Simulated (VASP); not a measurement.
Write the native input for VASP 6.6.1 that does the following.

| Quantity | Value |
| --- | --- |
| Task | single point |
| Functional | PBE |
| Potentials or basis | VASP PAW PBE potentials, release 64 (Co) |
| Cutoff | 520 eV |
| k mesh | 14 × 14 × 4 |
| Occupations | fermi-dirac, width 0.08 eV |
| Spin | no spin polarisation |
| Dipole correction | no |
| Further INCAR settings | ALGO = Normal; EDIFF = 1e-06; NBANDS = 26 |

The structure of Co lies in POSCAR:

```
Co
1.0
    2.5074000000      0.0000000000      0.0000000000
    1.2537000000      2.1714720974      0.0000000000
    0.0000000000      0.0000000000      8.1398000000
Co
4
Direct
    0.6666666666      0.6666666667      0.1250000000
    0.6666666666      0.6666666667      0.6250000000
    0.3333333334      0.3333333333      0.3750000000
    0.3333333334      0.3333333333      0.8750000000
```

One way to write it, as run:

INCAR

```
PREC = Accurate
ENCUT = 520
EDIFF = 1E-6
ISMEAR = -1
SIGMA = 0.08
LREAL = False
LASPH = True
NELM = 60
ALGO = Normal
ISIF = 2
LWAVE = False
LCHARG = False
GGA = PE
NBANDS = 26
```

KPOINTS

```
regular mesh
0
Gamma
  14 14 4
```

Potentials or basis: VASP PAW PBE potentials, release 64 (Co).

Run with:

```sh
$ cat potpaw_PBE.64/Co/POTCAR > POTCAR
$ mpirun -np 1 vasp_std > vasp.out
```

It gave:

| Property | Result |
| --- | --- |
| Pressure | -14.9 GPa |
| Band gap on the k mesh | zero (bands 18 and 19 overlap by 1.04 eV) |

Caveat: the cell stands under tension; the run has no spin polarisation, though such a crystal can be magnetic.

It took 34 s on 1 thread of Intel(R) Xeon(R) 6975P-C (Granite Rapids), with other jobs on the host, peak memory 0.2 GiB.
